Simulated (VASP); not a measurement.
# InP in VASP: notebook

InP is run at these levels: PBE; tasks: single point.

Program: VASP 6.6.1. These are calculated values, not measurements. Logs are shortened: lines on timing, memory, paths and dates and some standing lists are left out, and cuts for length are marked.

## Step 1: The cell of the first run

It takes space group I4/mmm (No. 139, tetragonal). Conventional cell: a = 4.038 Å, b = 4.038 Å, c = 5.881 Å, α = 90.00°, β = 90.00°, γ = 90.00°. Within 3.8 Å of In (site symmetry 4/mmm) lie 6 P at 2.85 to 2.94 Å. P (site symmetry 4/mmm) has 6 In at 2.85 to 2.94 Å within 3.8 Å.

## Step 2: Single point, PBE (zz strain of +3 %)

Contents of INCAR:

```
SYSTEM = InP
PREC = Accurate
ENCUT = 520
EDIFF = 1E-6
ISMEAR = -1
SIGMA = 0.03
LREAL = .False.
LASPH = .True.
NELM = 60
ALGO = Normal
ISIF = 2
LWAVE = .False.
LCHARG = .True.
GGA = PE
LELF = .True.
LVHAR = .True.
NBANDS = 16
```

Contents of KPOINTS:

```
regular mesh
0
Gamma
  11 11 11
  0 0 0
```

Contents of POSCAR:

```
InP
1.0
    0.0000000000      2.8550000000      2.9406500000
    2.8550000000      0.0000000000      2.9406500000
    2.8550000000      2.8550000000      0.0000000000
In P
1 1
Direct
    0.0000000000      0.0000000000      0.0000000000
    0.5000000000      0.5000000000      0.5000000000
```

Potentials or basis: VASP PAW PBE potentials, release 64 (In_d, P).

On the command line:

```bash
$ cat potpaw_PBE.64/In_d/POTCAR potpaw_PBE.64/P/POTCAR > POTCAR
$ mpirun -np 1 vasp_std > vasp.out
```

OUTCAR:

```text
SYSTEM = InP
   PREC = Accurate
   ENCUT = 520
   EDIFF = 1E-6
   ISMEAR = -1
   LREAL = .False.
   LASPH = .True.
   NELM = 60
   ISIF = 2
   GGA = PE

 ion  position               nearest neighbor table
   1  0.000  0.000  0.000-   2 2.85   2 2.85   2 2.85   2 2.85   2 2.94   2 2.94
   2  0.500  0.500  0.500-   1 2.85   1 2.85   1 2.85   1 2.85   1 2.94   1 2.94

  LATTYP: Found a body centered tetragonal cell.
 ALAT       =     4.0375797206
 C/A-ratio  =     1.4566399692

  Lattice vectors:

 A1 = (  -2.8550000000,   0.0000000000,   2.9406500000)
 A2 = (   2.8550000000,   0.0000000000,   2.9406500000)
 A3 = (   0.0000000000,   2.8550000000,  -2.9406500000)

Analysis of symmetry for initial positions (statically):
=====================================================================
 Subroutine PRICEL returns:
 Original cell was already a primitive cell.

 Routine SETGRP: Setting up the symmetry group for a
 body centered tetragonal supercell.

 Subroutine GETGRP returns: Found 16 space group operations
 (whereof 16 operations were pure point group operations)
 out of a pool of 16 trial point group operations.

The static configuration has the point symmetry D_4h.

Analysis of symmetry for dynamics (positions and initial velocities):
=====================================================================
 Subroutine PRICEL returns:
 Original cell was already a primitive cell.

 Routine SETGRP: Setting up the symmetry group for a
 body centered tetragonal supercell.

 Subroutine GETGRP returns: Found 16 space group operations
 (whereof 16 operations were pure point group operations)
 out of a pool of 16 trial point group operations.

The dynamic configuration has the point symmetry D_4h.

 Subroutine INISYM returns: Found 16 space group operations
 (whereof 16 operations are pure point group operations),
 and found     1 'primitive' translations

----------------------------------------------------------------------------------------

                                     Primitive cell

  volume of cell :      47.9386

  direct lattice vectors                    reciprocal lattice vectors
     0.000000000  2.855000000  2.940650000    -0.175131349  0.175131349  0.170030435
     2.855000000  0.000000000  2.940650000     0.175131349 -0.175131349  0.170030435
[... 75 lines left out ...]
 SYSTEM =  InP
   PREC   = accura    normal or accurate (medium, high low for compatibility)
   ISTART =      0    job   : 0-new  1-cont  2-samecut
   ICHARG =      2    charge: 1-file 2-atom 10-const
   ISPIN  =      1    spin polarized calculation?
   LNONCOLLINEAR =      F non collinear calculations
   LSORBIT =      F    spin-orbit coupling
   LASPH  =      T    aspherical Exc in radial PAW
   ENCUT  =  520.0 eV  38.22 Ry    6.18 a.u.   7.62  7.62  7.51*2*pi/ulx,y,z
   NELM   =     60;   NELMIN=  2; NELMDL= -5     # of ELM steps
   EDIFF  = 0.1E-05   stopping-criterion for ELM
   LREAL  =      F    real-space projection
   EDIFFG = 0.1E-04   stopping-criterion for IOM
   NSW    =      0    number of steps for IOM
   IBRION =     -1    ionic relax: 0-MD 1-quasi-New 2-CG
   NFREE  =      0    steps in history (QN), initial steepest desc. (CG)
   ISIF   =      2    stress and relaxation
   ISYM   =      2    0-nonsym 1-usesym 2-fastsym
   POTIM  = 0.5000    time-step for ionic-motion
   TEBEG  =    0.0;   TEEND  =   0.0 temperature during run
   PSTRESS=    0.0 pullay stress
   NELECT =      18.0000    total number of electrons
   NUPDOWN=      -1.0000    fix difference up-down
   EMIN   =  10.00;   EMAX   =-10.00  energy-range for DOS
   EFERMI =   0.00;   METHOD = LEGACY
   ISMEAR =    -1;   SIGMA  =   0.03  broadening in eV -4-tet -1-fermi 0-gaus
   EFERMI_NEDOS =   21; number of points for ismear=-14 and -15
   IALGO  =     38    algorithm
   IMIX   =      4    mixing-type and parameters
     AMIX     =   0.40;   BMIX     =  1.00
     AMIX_MAG =   1.60;   BMIX_MAG =  1.00
  volume/ion in A,a.u.               =      23.97       161.75
  Fermi-wavevector in a.u.,A,eV,Ry     =   1.181056  2.231872 18.978674  1.394893
  Thomas-Fermi vector in A             =   2.317337
   LORBIT       =      0    0 simple, 1 ext, 2 COOP (PROOUT), +10 PAW based schemes
   GGA     = PE    functional components
[... 5 lines left out ...]
 non-spin polarized calculation
  energy-cutoff  :      520.00
  volume of cell :       47.94
 maximum number of plane-waves:      1311
   NGX = 15   NGY = 15   NGZ = 15

 number of electron      18.0000001 magnetization

 Free energy of the ion-electron system (eV)
  ---------------------------------------------------
  ext. energy  EPLUGINS =         0.00000000
  ---------------------------------------------------
  free energy    TOTEN  =        -7.78959589 eV

  energy without entropy =       -7.78677632  energy(sigma->0) =       -7.78818610

 E-fermi :   5.6093     XC(G=0):  -9.8440

 val. band max:        5.5935859156   @ k =   0.0000   0.0000   0.0000
 cond. band min:       5.6345266062   @ k =   0.3636  -0.0000   0.0000
 fundamental gap:      0.0409406905
 Fermi energy:         5.6092947557

 k-point     1 :       0.0000    0.0000    0.0000
  band No.  band energies     occupation
      1      -8.4645      2.00000
      2      -8.4594      2.00000
      3      -8.4520      2.00000
      4      -8.4459      2.00000
      5      -8.4459      2.00000
      6      -5.5450      2.00000
[... 433 lines left out ...]
      3      -8.4459      2.00000
      4      -8.4234      2.00000
      5      -8.4104      2.00000
      6      -4.6314      2.00000
[... 8 lines left out ...]
     15      14.8838      0.00000
     16      16.2823      0.00000

 [... further k-points ...]

------------------------ aborting loop because EDIFF is reached ----------------------------------------

  FORCE on cell =-STRESS in cart. coord.  units (eV):
  Direction    XX          YY          ZZ          XY          YZ          ZX
  --------------------------------------------------------------------------------------
  -------------------------------------------------------------------------------------
  Total       -1.7653496     -1.7653496     -2.3359397      0.0000000      0.0000000     -0.0000000
  in kB      -59.0005069    -59.0005069    -78.0704449      0.0000000      0.0000000     -0.0000000
  external PRESSURE =     -65.3571529 kB  Pullay stress =       0.0000000 kB

 VOLUME and BASIS-vectors are now :
 -----------------------------------------------------------------------------
  energy-cutoff  :      520.00
  volume of cell :       47.94
      direct lattice vectors                 reciprocal lattice vectors
     0.000000000  2.855000000  2.940650000    -0.175131349  0.175131349  0.170030435
     2.855000000  0.000000000  2.940650000     0.175131349 -0.175131349  0.170030435
     2.855000000  2.855000000  0.000000000     0.175131349  0.175131349 -0.170030435

 POSITION                                       TOTAL-FORCE (eV/Angst)
 -----------------------------------------------------------------------------------
      0.00000      0.00000      0.00000        -0.000000      0.000000     -0.000000
      2.85500      2.85500      2.94065         0.000000     -0.000000      0.000000
 -----------------------------------------------------------------------------------
    total drift:                               -0.000000      0.000000      0.000000

  FREE ENERGIE OF THE ION-ELECTRON SYSTEM (eV)
  ---------------------------------------------------
  free  energy   TOTEN  =        -7.7895958891 eV

  energy  without entropy=       -7.7867763197  energy(sigma->0) =       -7.78818610
```

stdout:

```text
POSCAR found type information on POSCAR InP
 POSCAR found :  2 types and       2 ions
 scaLAPACK will be used
 LDA part: xc-table for (Slater+PW92), standard interpolation
 POSCAR, INCAR and KPOINTS ok, starting setup
 FFT: planning ... GRIDC
 FFT: planning ... GRID_SOFT
 FFT: planning ... GRID
 WAVECAR not read
 entering main loop
```

Wall time 2.1 min (1 thread of Intel Xeon 8259CL, shared host); peak memory 0.24 GiB.

Results:

| Quantity | Value |
| --- | --- |
| Free energy | -7.7896 eV |
| Pressure | -6.5 GPa |
| Band gap on the k mesh | zero (bands 9 and 10 overlap by 2.16 eV) |

Stress tensor (GPa, compression positive):
```
-5.90  0.00  0.00
 0.00 -5.90  0.00
 0.00  0.00 -7.81
```

Caveat: the cell differs from its parent crystal (zz strain of +3 %); the cell stands under tension; spin-orbit coupling is left out, which moves the levels of the heavy elements.

[end of part 1 of 2]
